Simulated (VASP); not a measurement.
# Bi3Br4 (P6/mmm) in VASP: further runs

Runs on Bi3Br4. Level: PBE. Tasks: single point, relaxation of cell and atoms.

Program: VASP 6.6.1. These are calculated values, not measurements. Logs are shortened: lines on timing, memory, paths and dates and some standing lists are left out, and cuts for length are marked.

## 1. The cell of the first run

It takes space group P6/mmm (No. 191, hexagonal). Conventional cell: a = 6.865 Å, b = 6.865 Å, c = 6.815 Å, α = 90.00°, β = 90.00°, γ = 120.00°. Within 4.5 Å of Bi (site symmetry mmm) lie 4 Bi at 3.43 Å and 8 Br at 3.86 to 3.94 Å. Br (site symmetry 6mm) has 8 Br at 3.27 to 4.29 Å and 6 Bi at 3.86 Å within 4.3 Å. Within 5.2 Å of Br (site symmetry -6m2) lie 6 Bi at 3.94 Å and 9 Br at 3.96 to 4.29 Å.

The cell was generated, and may not be a known phase.

## 2. Single point, PBE

The input, INCAR:

```
PREC = Accurate ; ENCUT = 520
EDIFF = 1E-7 ; ISMEAR = 0
SIGMA = 0.1 ; LREAL = False
LASPH = True ; NELM = 80
ALGO = Fast ; ISIF = 2
LWAVE = False ; LCHARG = False
GGA = PE ; NBANDS = 46
```

The input, KPOINTS:

```
regular mesh
0
Gamma
  3 3 4
```

The input, POSCAR:

```
Bi3Br4
1.0
    6.8650159600      0.0000000000      0.0000000000
   -3.4325079800      5.9452782200      0.0000000000
    0.0000000000      0.0000000000      6.8148367100
Bi Br
3 4
Direct
    0.0000000000      0.5000000000      0.0000000000
    0.5000000000      0.0000000000      0.0000000000
    0.5000000000      0.5000000000      0.0000000000
    0.0000000000      0.0000000000      0.2603348200
    0.0000000000      0.0000000000      0.7396651800
    0.3333333300      0.6666666700      0.5000000000
    0.6666666700      0.3333333300      0.5000000000
```

Potentials or basis: VASP PAW PBE potentials, release 64 (Bi_d, Br).

Started as:

```bash
$ cat potpaw_PBE.64/Bi_d/POTCAR potpaw_PBE.64/Br/POTCAR > POTCAR
$ mpirun -np 1 vasp_std > vasp.out
```

OUTCAR:

```text
PREC = Accurate
   ENCUT = 520
   EDIFF = 1E-7
   ISMEAR = 0
   LREAL = False
   LASPH = True
   NELM = 80
   ISIF = 2
   GGA = PE

 ion  position               nearest neighbor table
   1  0.000  0.500  0.000-   3 3.43   3 3.43   2 3.43   2 3.43
   2  0.500  0.000  0.000-   1 3.43   3 3.43   3 3.43   1 3.43
   3  0.500  0.500  0.000-   1 3.43   1 3.43   2 3.43   2 3.43
   4  0.000  0.000  0.260-
   5  0.000  0.000  0.740-
   6  0.333  0.667  0.500-
   7  0.667  0.333  0.500-

  LATTYP: Found a hexagonal cell.
 ALAT       =     6.8650159600
 C/A-ratio  =     0.9926905851

  Lattice vectors:

 A1 = (   6.8650159600,   0.0000000000,   0.0000000000)
 A2 = (  -3.4325079800,   5.9452782200,   0.0000000000)
 A3 = (   0.0000000000,   0.0000000000,   6.8148367100)

Analysis of symmetry for initial positions (statically):
=====================================================================
 Subroutine PRICEL returns:
 Original cell was already a primitive cell.

 Routine SETGRP: Setting up the symmetry group for a
 hexagonal supercell.

 Subroutine GETGRP returns: Found 24 space group operations
 (whereof 24 operations were pure point group operations)
 out of a pool of 24 trial point group operations.

The static configuration has the point symmetry D_6h.

Analysis of symmetry for dynamics (positions and initial velocities):
=====================================================================
 Subroutine PRICEL returns:
 Original cell was already a primitive cell.

 Routine SETGRP: Setting up the symmetry group for a
 hexagonal supercell.

 Subroutine GETGRP returns: Found 24 space group operations
 (whereof 24 operations were pure point group operations)
 out of a pool of 24 trial point group operations.

The dynamic configuration has the point symmetry D_6h.

 Subroutine INISYM returns: Found 24 space group operations
 (whereof 24 operations are pure point group operations),
 and found     1 'primitive' translations

----------------------------------------------------------------------------------------

                                     Primitive cell

  volume of cell :     278.1437

  direct lattice vectors                    reciprocal lattice vectors
     6.865015960  0.000000000  0.000000000     0.145666085  0.084100354  0.000000000
    -3.432507980  5.945278220  0.000000000     0.000000000  0.168200707  0.000000000
     0.000000000  0.000000000  6.814836710     0.000000000  0.000000000  0.146738659

  length of vectors
     6.865015960  6.865015961  6.814836710     0.168200707  0.168200707  0.146738659

  position of ions in fractional coordinates (direct lattice)
     0.000000000  0.500000000  0.000000000
     0.500000000  0.000000000  0.000000000
     0.500000000  0.500000000  0.000000000
     0.000000000  0.000000000  0.260334820
     0.000000000  0.000000000  0.739665180
     0.333333330  0.666666670  0.500000000
     0.666666670  0.333333330  0.500000000

  ion indices of the primitive-cell ions
   primitive index   ion index
                 1           1
                 2           2
                 3           3
                 4           4
                 5           5
                 6           6
                 7           7

----------------------------------------------------------------------------------------

 KPOINTS: regular mesh

Automatic generation of k-mesh.
 Grid dimensions read from file:
 generate k-points for:    3    3    4

 Generating k-lattice:

  Cartesian coordinates                     Fractional coordinates (reciprocal lattice)
     0.048555362  0.028033451  0.000000000     0.333333333  0.000000000  0.000000000
     0.000000000  0.056066902  0.000000000     0.000000000  0.333333333  0.000000000
     0.000000000  0.000000000  0.036684665     0.000000000  0.000000000  0.250000000

  Length of vectors
     0.056066902  0.056066902  0.036684665

  Shift w.r.t. Gamma in fractional coordinates (k-lattice)
     0.000000000  0.000000000  0.000000000

 Subroutine IBZKPT returns following result:
 ===========================================

 Found      9 irreducible k-points:

 Following reciprocal coordinates:
            Coordinates               Weight
  0.000000  0.000000  0.000000      1.000000
  0.333333 -0.000000  0.000000      6.000000
  0.333333  0.333333  0.000000      2.000000
  0.000000  0.000000  0.250000      2.000000
  0.333333 -0.000000  0.250000     12.000000
  0.333333  0.333333  0.250000      4.000000
  0.000000  0.000000  0.500000      1.000000
  0.333333 -0.000000  0.500000      6.000000
  0.333333  0.333333  0.500000      2.000000
   k-points           NKPTS =      9   k-points in BZ     NKDIM =      9   number of bands    NBANDS=     46
   number of dos      NEDOS =    301   number of ions     NIONS =      7
   total plane-waves  NPLWV = 157464
   dimension x,y,z NGX =    54 NGY =   54 NGZ =   54
   dimension x,y,z NGXF=   108 NGYF=  108 NGZF=  108
   ions per type =               3   4
   NGX,Y,Z   is equivalent  to a cutoff of  13.08, 13.08, 13.17 a.u.
   NGXF,Y,Z  is equivalent  to a cutoff of  26.15, 26.15, 26.35 a.u.
 SYSTEM =  unknown system
   PREC   = accura    normal or accurate (medium, high low for compatibility)
   ISTART =      0    job   : 0-new  1-cont  2-samecut
   ICHARG =      2    charge: 1-file 2-atom 10-const
   ISPIN  =      1    spin polarized calculation?
   LNONCOLLINEAR =      F non collinear calculations
   LSORBIT =      F    spin-orbit coupling
   LASPH  =      T    aspherical Exc in radial PAW
   ENCUT  =  520.0 eV  38.22 Ry    6.18 a.u.  12.76 12.76 12.67*2*pi/ulx,y,z
   NELM   =     80;   NELMIN=  2; NELMDL= -5     # of ELM steps
   EDIFF  = 0.1E-06   stopping-criterion for ELM
   LREAL  =      F    real-space projection
   EDIFFG = 0.1E-05   stopping-criterion for IOM
   NSW    =      0    number of steps for IOM
   IBRION =     -1    ionic relax: 0-MD 1-quasi-New 2-CG
   NFREE  =      0    steps in history (QN), initial steepest desc. (CG)
   ISIF   =      2    stress and relaxation
   ISYM   =      2    0-nonsym 1-usesym 2-fastsym
   POTIM  = 0.5000    time-step for ionic-motion
   TEBEG  =    0.0;   TEEND  =   0.0 temperature during run
   PSTRESS=    0.0 pullay stress
   NELECT =      73.0000    total number of electrons
   NUPDOWN=      -1.0000    fix difference up-down
   EMIN   =  10.00;   EMAX   =-10.00  energy-range for DOS
   EFERMI =   0.00;   METHOD = LEGACY
   ISMEAR =     0;   SIGMA  =   0.10  broadening in eV -4-tet -1-fermi 0-gaus
   EFERMI_NEDOS =   21; number of points for ismear=-14 and -15
   IALGO  =     68    algorithm
   IMIX   =      4    mixing-type and parameters
     AMIX     =   0.40;   BMIX     =  1.00
     AMIX_MAG =   1.60;   BMIX_MAG =  1.00
  volume/ion in A,a.u.               =      39.73       268.14
  Fermi-wavevector in a.u.,A,eV,Ry     =   1.048156  1.980728 14.947791  1.098632
  Thomas-Fermi vector in A             =   2.183066
   LORBIT       =      0    0 simple, 1 ext, 2 COOP (PROOUT), +10 PAW based schemes
   GGA     = PE    functional components
   LHFCALC =     F    Hartree Fock is set to
   AEXX    =    0.0000 exact exchange contribution
   IVDW    =     0    specifies the selected vdW correction
   LEPSILON=     F    determine dielectric tensor
   LRPA    =     F    only Hartree local field effects (RPA)
 non-spin polarized calculation
 RMM-DIIS sequential band-by-band and
 Gauss-broadening in eV      SIGMA  =   0.10
  energy-cutoff  :      520.00
  volume of cell :      278.14
 maximum number of plane-waves:      7526
 NGX is ok and might be reduce to    54
   NGX = 25   NGY = 25   NGZ = 25

 number of electron      73.0000002 magnetization

 Free energy of the ion-electron system (eV)
  ---------------------------------------------------
  ext. energy  EPLUGINS =         0.00000000
  ---------------------------------------------------
  free energy    TOTEN  =       -16.78745874 eV

  energy without entropy =      -16.73168188  energy(sigma->0) =      -16.75957031

 E-fermi :   1.4567     XC(G=0):  -8.1316

 val. band max:        1.4543632057   @ k =   0.3333  -0.0000   0.2500
 cond. band min:       1.4755797289   @ k =   0.3333  -0.0000   0.5000
 fundamental gap:      0.0212165232
 Fermi energy:         1.4566909218

 k-point     1 :       0.0000    0.0000    0.0000
  band No.  band energies     occupation
      1     -21.9536      2.00000
      2     -21.9054      2.00000
      3     -21.9054      2.00000
      4     -21.8841      2.00000
      5     -21.8841      2.00000
      6     -21.8745      2.00000
[... 38 lines left out ...]
     45       7.8627      0.00000
     46       9.7949      0.00000

 k-point     2 :       0.3333   -0.0000    0.0000
  band No.  band energies     occupation
      1     -21.9396      2.00000
      2     -21.9074      2.00000
      3     -21.8964      2.00000
      4     -21.8834      2.00000
      5     -21.8770      2.00000
      6     -21.8623      2.00000
[... 38 lines left out ...]
     45       8.1701      0.00000
     46       8.2588      0.00000

 k-point     3 :       0.3333    0.3333    0.0000
  band No.  band energies     occupation
      1     -21.9211      2.00000
      2     -21.9211      2.00000
      3     -21.8908      2.00000
      4     -21.8801      2.00000
      5     -21.8711      2.00000
      6     -21.8711      2.00000
[... 38 lines left out ...]
     45       8.5479      0.00000
     46       9.0334      0.00000

 k-point     4 :       0.0000    0.0000    0.2500
  band No.  band energies     occupation
      1     -21.9536      2.00000
      2     -21.9054      2.00000
      3     -21.9054      2.00000
      4     -21.8841      2.00000
      5     -21.8841      2.00000
      6     -21.8746      2.00000
[... 38 lines left out ...]
     45       7.6656      0.00000
     46       8.5468      0.00000

 k-point     5 :       0.3333   -0.0000    0.2500
  band No.  band energies     occupation
      1     -21.9396      2.00000
      2     -21.9074      2.00000
      3     -21.8964      2.00000
      4     -21.8834      2.00000
      5     -21.8770      2.00000
      6     -21.8623      2.00000
[... 38 lines left out ...]
     45       8.3493      0.00000
     46       8.3997      0.00000

 k-point     6 :       0.3333    0.3333    0.2500
  band No.  band energies     occupation
      1     -21.9211      2.00000
      2     -21.9211      2.00000
      3     -21.8907      2.00000
      4     -21.8801      2.00000
      5     -21.8711      2.00000
      6     -21.8711      2.00000
[... 38 lines left out ...]
     45       8.3486      0.00000
     46       8.3708      0.00000

 k-point     7 :       0.0000    0.0000    0.5000
  band No.  band energies     occupation
      1     -21.9536      2.00000
      2     -21.9054      2.00000
      3     -21.9054      2.00000
      4     -21.8841      2.00000
      5     -21.8841      2.00000
      6     -21.8746      2.00000
[... 38 lines left out ...]
     45       8.0444      0.00000
     46       8.6211      0.00000

 k-point     8 :       0.3333   -0.0000    0.5000
  band No.  band energies     occupation
      1     -21.9396      2.00000
      2     -21.9074      2.00000
      3     -21.8964      2.00000
      4     -21.8834      2.00000
      5     -21.8770      2.00000
      6     -21.8622      2.00000
[... 38 lines left out ...]
     45       8.5014      0.00000
     46       8.8012      0.00000

 k-point     9 :       0.3333    0.3333    0.5000
  band No.  band energies     occupation
      1     -21.9211      2.00000
      2     -21.9211      2.00000
      3     -21.8907      2.00000
      4     -21.8801      2.00000
      5     -21.8711      2.00000
      6     -21.8711      2.00000
[... 38 lines left out ...]
     45       8.7161      0.00000
     46       8.8872      0.00000

------------------------ aborting loop because EDIFF is reached ----------------------------------------

  FORCE on cell =-STRESS in cart. coord.  units (eV):
  Direction    XX          YY          ZZ          XY          YZ          ZX
  --------------------------------------------------------------------------------------
  -------------------------------------------------------------------------------------
  Total       -6.1621611     -6.1621611    -13.6980786      0.0000000     -0.0000000      0.0000000
  in kB      -35.4955936    -35.4955936    -78.9043687      0.0000000     -0.0000000      0.0000000
  external PRESSURE =     -49.9651853 kB  Pullay stress =       0.0000000 kB

 VOLUME and BASIS-vectors are now :
 -----------------------------------------------------------------------------
  energy-cutoff  :      520.00
  volume of cell :      278.14
      direct lattice vectors                 reciprocal lattice vectors
     6.865015960  0.000000000  0.000000000     0.145666085  0.084100354  0.000000000
    -3.432507980  5.945278220  0.000000000     0.000000000  0.168200707  0.000000000
     0.000000000  0.000000000  6.814836710     0.000000000  0.000000000  0.146738659

 POSITION                                       TOTAL-FORCE (eV/Angst)
 -----------------------------------------------------------------------------------
     -1.71625      2.97264      0.00000         0.000000      0.000000      0.000000
      3.43251      0.00000      0.00000         0.000000      0.000000      0.000000
      1.71625      2.97264      0.00000         0.000000      0.000000      0.000000
      0.00000      0.00000      1.77414         0.000000     -0.000000     -0.263517
      0.00000      0.00000      5.04070         0.000000      0.000000      0.263517
     -0.00000      3.96352      3.40742         0.000000     -0.000000      0.000000
      3.43251      1.98176      3.40742        -0.000000      0.000000     -0.000000
 -----------------------------------------------------------------------------------
    total drift:                                0.000000     -0.000000      0.000000

  FREE ENERGIE OF THE ION-ELECTRON SYSTEM (eV)
  ---------------------------------------------------
  free  energy   TOTEN  =       -16.7874587406 eV

  energy  without entropy=      -16.7316818805  energy(sigma->0) =      -16.75957031
```

Wall time 2.3 min (1 thread of AMD EPYC 9755, shared host); peak memory 0.4 GiB.

What came out:

```yaml
Free_energy: -16.7875 eV
Pressure: -5.0 GPa
Largest_force: 0.264 eV/Å
Band_gap_on_the_k_mesh: zero (an odd number of electrons rules out a gap without spin polarisation)
```

Forces on the atoms (eV/Å):
```
Bi   0.000  0.000  0.000
Bi   0.000  0.000  0.000
Bi   0.000  0.000  0.000
Br   0.000  0.000 -0.264
Br   0.000  0.000  0.264
Br   0.000  0.000  0.000
Br   0.000  0.000  0.000
```

Caveat: the cell stands under tension; spin-orbit coupling is left out, which moves the levels of the heavy elements; an odd number of electrons without spin polarisation forces a metal; a magnetic or distorted state may lie lower.

(Continued in part 2 of 2.)

The gap in the log of VASP goes by the Fermi energy; the results here count the filled bands.